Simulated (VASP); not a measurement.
# YN (Fm-3m) in VASP: further runs, part 2 of 2

VASP 6.6.1.

**3. Single point, PBE**

This run uses another cell than the first one, of 14.76 Å³/atom.

INCAR reads:

```
PREC = Accurate
ENCUT = 600
EDIFF = 1E-6
ISMEAR = 0
SIGMA = 0.01
LREAL = False
LASPH = True
NELM = 120
ALGO = Normal
ISIF = 2
LWAVE = False
LCHARG = False
GGA = PE
NBANDS = 15
GGA_COMPAT = False
```

KPOINTS reads:

```
regular mesh
0
Gamma
  10 10 10
```

POSCAR reads:

```
YN
1.0
    0.0000000000      2.4530145469      2.4530145469
    2.4530145469      0.0000000000      2.4530145469
    2.4530145469      2.4530145469      0.0000000000
Y N
1 1
Direct
    0.0000000000      0.0000000000      0.0000000000
    0.5000000000      0.5000000000      0.5000000000
```

Potentials or basis: VASP PAW PBE potentials, release 64 (Y_sv, N).

The run is started by

```console
cat potpaw_PBE.64/Y_sv/POTCAR potpaw_PBE.64/N/POTCAR > POTCAR
mpirun -np 1 vasp_std > vasp.out
```

OUTCAR:

```text
PREC = Accurate
   ENCUT = 600
   EDIFF = 1E-6
   ISMEAR = 0
   LREAL = False
   LASPH = True
   NELM = 120
   ISIF = 2
   GGA = PE

 ion  position               nearest neighbor table
   1  0.000  0.000  0.000-   2 2.45   2 2.45   2 2.45   2 2.45   2 2.45   2 2.45
   2  0.500  0.500  0.500-   1 2.45   1 2.45   1 2.45   1 2.45   1 2.45   1 2.45

  LATTYP: Found a face centered cubic cell.
 ALAT       =     4.9060290938

  Lattice vectors:

 A1 = (   0.0000000000,   2.4530145469,   2.4530145469)
 A2 = (   2.4530145469,   0.0000000000,   2.4530145469)
 A3 = (   2.4530145469,   2.4530145469,   0.0000000000)

Analysis of symmetry for initial positions (statically):
=====================================================================
 Subroutine PRICEL returns:
 Original cell was already a primitive cell.

 Routine SETGRP: Setting up the symmetry group for a
 face centered cubic supercell.

 Subroutine GETGRP returns: Found 48 space group operations
 (whereof 48 operations were pure point group operations)
 out of a pool of 48 trial point group operations.

The static configuration has the point symmetry O_h .

Analysis of symmetry for dynamics (positions and initial velocities):
=====================================================================
 Subroutine PRICEL returns:
 Original cell was already a primitive cell.

 Routine SETGRP: Setting up the symmetry group for a
 face centered cubic supercell.

 Subroutine GETGRP returns: Found 48 space group operations
 (whereof 48 operations were pure point group operations)
 out of a pool of 48 trial point group operations.

The dynamic configuration has the point symmetry O_h .

 Subroutine INISYM returns: Found 48 space group operations
 (whereof 48 operations are pure point group operations),
 and found     1 'primitive' translations

----------------------------------------------------------------------------------------

                                     Primitive cell

  volume of cell :      29.5210

  direct lattice vectors                    reciprocal lattice vectors
[... 118 lines left out ...]
 non-spin polarized calculation
 Gauss-broadening in eV      SIGMA  =   0.01
  energy-cutoff  :      600.00
  volume of cell :       29.52
 maximum number of plane-waves:       998
   NGX = 13   NGY = 13   NGZ = 13

 number of electron      16.0000001 magnetization

 Free energy of the ion-electron system (eV)
  ---------------------------------------------------
  ext. energy  EPLUGINS =         0.00000000
  ---------------------------------------------------
  free energy    TOTEN  =       -18.23030787 eV

  energy without entropy =      -18.23030787  energy(sigma->0) =      -18.23030787

 E-fermi :   4.1900     XC(G=0): -11.1960

 val. band max:        4.0905045024   @ k =   0.0000   0.0000   0.0000
 cond. band min:       4.2971285512   @ k =   0.5000   0.5000   0.0000
 fundamental gap:      0.2066240488
 Fermi energy:         4.1899766669

 k-point     1 :       0.0000    0.0000    0.0000
  band No.  band energies     occupation
      1     -36.7862      2.00000
      2     -16.4379      2.00000
      3     -16.4379      2.00000
      4     -16.4379      2.00000
      5      -8.7971      2.00000
      6       4.0905      2.00000
      7       4.0905      2.00000
      8       4.0905      2.00000
      9       7.2152      0.00000
     10       7.2152      0.00000
     11       7.2152      0.00000
     12       8.1482      0.00000
     13       9.1682      0.00000
     14       9.1682      0.00000
[... 401 lines left out ...]
      2     -17.1609      2.00000
      3     -16.7082      2.00000
      4     -16.6761      2.00000
      5      -8.0439      2.00000
      6       1.7023      2.00000
      7       3.1350      2.00000
      8       3.3974      2.00000
      9       5.2423      0.00000
     10      10.6417      0.00000
     11      10.8215      0.00000
     12      11.1796      0.00000
     13      11.1927      0.00000
     14      14.3843      0.00000
     15      17.5396      0.00000

 [... further k-points ...]

------------------------ aborting loop because EDIFF is reached ----------------------------------------

  FORCE on cell =-STRESS in cart. coord.  units (eV):
  Direction    XX          YY          ZZ          XY          YZ          ZX
  --------------------------------------------------------------------------------------
  -------------------------------------------------------------------------------------
  Total       -0.0443780     -0.0443780     -0.0443780     -0.0000000      0.0000000     -0.0000000
  in kB       -2.4085098     -2.4085098     -2.4085098     -0.0000000      0.0000000     -0.0000000
  external PRESSURE =      -2.4085098 kB  Pullay stress =       0.0000000 kB

 VOLUME and BASIS-vectors are now :
 -----------------------------------------------------------------------------
  energy-cutoff  :      600.00
  volume of cell :       29.52
      direct lattice vectors                 reciprocal lattice vectors
     0.000000000  2.453014547  2.453014547    -0.203830834  0.203830834  0.203830834
     2.453014547  0.000000000  2.453014547     0.203830834 -0.203830834  0.203830834
     2.453014547  2.453014547  0.000000000     0.203830834  0.203830834 -0.203830834

 POSITION                                       TOTAL-FORCE (eV/Angst)
 -----------------------------------------------------------------------------------
      0.00000      0.00000      0.00000         0.000000      0.000000      0.000000
      2.45301      2.45301      2.45301        -0.000000     -0.000000     -0.000000
 -----------------------------------------------------------------------------------
    total drift:                                0.000000      0.000000      0.000000

  FREE ENERGIE OF THE ION-ELECTRON SYSTEM (eV)
  ---------------------------------------------------
  free  energy   TOTEN  =       -18.2303078750 eV

  energy  without entropy=      -18.2303078750  energy(sigma->0) =      -18.23030787
```

OSZICAR:

```text
N       E                     dE             d eps       ncg     rms          rms(c)
DAV:   1     0.596902427687E+02    0.59690E+02   -0.90879E+03  1410   0.119E+03
DAV:   2    -0.185297147454E+02   -0.78220E+02   -0.70596E+02  1960   0.249E+02
DAV:   3    -0.218742220768E+02   -0.33445E+01   -0.33240E+01  1806   0.451E+01
DAV:   4    -0.219318427040E+02   -0.57621E-01   -0.57610E-01  1706   0.558E+00
DAV:   5    -0.219327103479E+02   -0.86764E-03   -0.86763E-03  1767   0.614E-01    0.303E+01
DAV:   6    -0.184997290233E+02    0.34330E+01   -0.88871E+00  1606   0.254E+01    0.324E+01
DAV:   7    -0.182601672432E+02    0.23956E+00   -0.58211E-01  1768   0.674E+00    0.235E+01
DAV:   8    -0.182610627198E+02   -0.89548E-03   -0.27722E-01  2123   0.478E+00    0.108E+01
DAV:   9    -0.182297316468E+02    0.31331E-01   -0.46647E-02  1921   0.220E+00    0.178E+00
DAV:  10    -0.182302831467E+02   -0.55150E-03   -0.49340E-03  1557   0.632E-01    0.414E-01
DAV:  11    -0.182303161978E+02   -0.33051E-04   -0.23693E-04  1871   0.141E-01    0.295E-01
DAV:  12    -0.182303073188E+02    0.88790E-05   -0.18935E-05  1822   0.428E-02    0.716E-02
DAV:  13    -0.182303078750E+02   -0.55620E-06   -0.24290E-06  1501   0.153E-02
   1 F= -.18230308E+02 E0= -.18230308E+02  d E =-.180308E-47
```

stdout:

```text
POSCAR found type information on POSCAR Y N
 POSCAR found :  2 types and       2 ions
 scaLAPACK will be used
 LDA part: xc-table for (Slater+PW92), standard interpolation
 POSCAR, INCAR and KPOINTS ok, starting setup
 FFT: planning ... GRIDC
 FFT: planning ... GRID_SOFT
 FFT: planning ... GRID
 WAVECAR not read
 entering main loop
```

Run time: 13 s. Hardware: 1 thread of AMD EPYC 9R45 (Zen 5), shared host; peak memory 0.16 GiB.

What came out:

```yaml
Free_energy: -18.2303 eV
Pressure: -0.2 GPa
Band_gap_on_the_k_mesh: 0.21 eV (least direct gap 0.60 eV)
```

Levels at points of the mesh, in eV from the valence-band top:
```tsv
k point	band 5	band 6	band 7	band 8	band 9	band 10	band 11	band 12
(0.00, 0.00, 0.00)	-12.89	0.00	0.00	0.00	3.12	3.12	3.12	4.06
(0.50, 0.00, 0.00)	-11.17	-4.05	-2.22	-2.22	5.64	6.31	6.31	6.67
(0.50, 0.50, 0.00)	-12.45	-1.52	-0.40	-0.40	0.21	6.78	7.11	7.82
```

**4. Single point, PBE**

This run uses another cell than the first one, of 14.76 Å³/atom.

INCAR reads:

```
SYSTEM = YN
PREC     = Accurate       ! precision mode
ENCUT    = 600            ! plane-wave cutoff, eV
EDIFF    = 1E-6           ! SCF threshold, eV
ISMEAR   = 0              ! smearing method
SIGMA    = 0.01           ! smearing width, eV
LREAL    = .False.        ! projectors in reciprocal space
LASPH    = .True.         ! aspherical terms in the spheres
NELM     = 120            ! most SCF steps
ALGO     = Normal         ! electronic algorithm
ISIF     = 2              ! what is computed and relaxed
LWAVE    = .False.        ! write WAVECAR
LCHARG   = .False.        ! write CHGCAR
GGA      = PE             ! functional
NBANDS   = 15             ! bands
GGA_COMPAT= .False.
```

KPOINTS reads:

```
regular mesh
0
Gamma
  10 10 10
  0 0 0
```

POSCAR is that of step 3.

The run is started by

```console
cat potpaw_PBE.64/Y_sv/POTCAR potpaw_PBE.64/N/POTCAR > POTCAR
mpirun -np 1 vasp_std > vasp.out
```

It took 14 s on 1 thread of AMD EPYC 9R45 (Zen 5), shared host; peak memory 0.16 GiB.

The run converged. Its results:

* Free energy: -18.2303 eV
* Pressure: -0.2 GPa
* Band gap on the k mesh: 0.21 eV (least direct gap 0.60 eV)

Levels at points of the mesh, in eV from the valence-band top:
| k point | band 5 | band 6 | band 7 | band 8 | band 9 | band 10 | band 11 | band 12 |
| --- | --- | --- | --- | --- | --- | --- | --- | --- |
| (0.00, 0.00, 0.00) | -12.89 | 0.00 | 0.00 | 0.00 | 3.12 | 3.12 | 3.12 | 4.06 |
| (0.50, 0.00, 0.00) | -11.17 | -4.05 | -2.22 | -2.22 | 5.64 | 6.31 | 6.31 | 6.67 |
| (0.50, 0.50, 0.00) | -12.45 | -1.52 | -0.40 | -0.40 | 0.21 | 6.78 | 7.11 | 7.82 |

A k mesh can miss the band edges.
